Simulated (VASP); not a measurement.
A run of VASP 6.6.1:

File INCAR:

```
PREC = Accurate
ENCUT = 600
EDIFF = 1E-6
ISMEAR = 0
SIGMA = 0.1
LREAL = F
LASPH = T
NELM = 100
ALGO = Normal
ISIF = 3
LWAVE = F
LCHARG = F
GGA = PS
IBRION = 2
NSW = 100
EDIFFG = -0.005
```

KPOINTS

```
regular mesh
0
Gamma
  14 14 14
```

The input POSCAR:

```
Si2Ni
1.0
    0.0000000000      2.6975000000      2.6975000000
    2.6975000000      0.0000000000      2.6975000000
    2.6975000000      2.6975000000      0.0000000000
Si Ni
2 1
Direct
    0.2500000000      0.2500000000      0.2500000000
    0.7500000000      0.7500000000      0.7500000000
    0.0000000000      0.0000000000      0.0000000000
```

Potentials or basis: VASP PAW PBE potentials, release 64 (Si, Ni).

Command:

```console
$ cat potpaw_PBE.64/Si/POTCAR potpaw_PBE.64/Ni/POTCAR > POTCAR
$ mpirun -np 1 vasp_std > vasp.out
```

Hardware: 1 thread of Intel(R) Xeon(R) 6975P-C (Granite Rapids) (shared host).

**Question.** How long does it take, and how much memory?

**Answer.** Wall time 53 s on 1 thread of Intel(R) Xeon(R) 6975P-C (Granite Rapids) (shared host), peak memory 0.22 GiB. Counts: scf iterations 27, k points 104, ion steps 3.
